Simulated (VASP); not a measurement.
Be: single point with PBE

Be:

```
CELL_PARAMETERS angstrom
3.57030 0.00000 0.00000
-1.78515 3.09197 0.00000
0.00000 0.00000 2.19306
ATOMIC_POSITIONS crystal
Be 0.00000 0.00000 0.00000
Be 0.33333 0.66667 0.50000
Be 0.66667 0.33333 0.50000
```

```
Program             : VASP 6.6.1
Task                : single point
Functional          : PBE
Potentials or basis : VASP PAW PBE potentials, release 64 (Be)
Cutoff              : 520 eV
k mesh              : 11 × 11 × 16
Occupations         : fermi-dirac, width 0.1 eV
Spin                : no spin polarisation
```

| Quantity | Value |
| --- | --- |
| Pressure | 0.2 GPa |
| Band gap on the k mesh | zero (band 3 reaches 11.22 eV, above the bottom of band 4 at 6.48 eV) |

Stress tensor (GPa, compression positive):
```
-0.06  0.00  0.00
 0.00 -0.06  0.00
 0.00  0.00  0.58
```

Levels at points of the mesh, in eV from the Fermi level:
```csv
k point,band 1,band 2,band 3,band 4,band 5,band 6,band 7
"(0.00, 0.00, 0.00)",-11.87,-1.23,-1.23,-1.01,-1.01,5.42,5.65
"(0.00, 0.00, 0.50)",-6.48,-5.65,3.73,3.73,4.31,5.91,5.91
```

Wall time 17 s on 1 thread of Intel(R) Xeon(R) Platinum 8375C CPU @ 2.90GHz (Ice Lake) (shared host), peak memory 0.14 GiB.
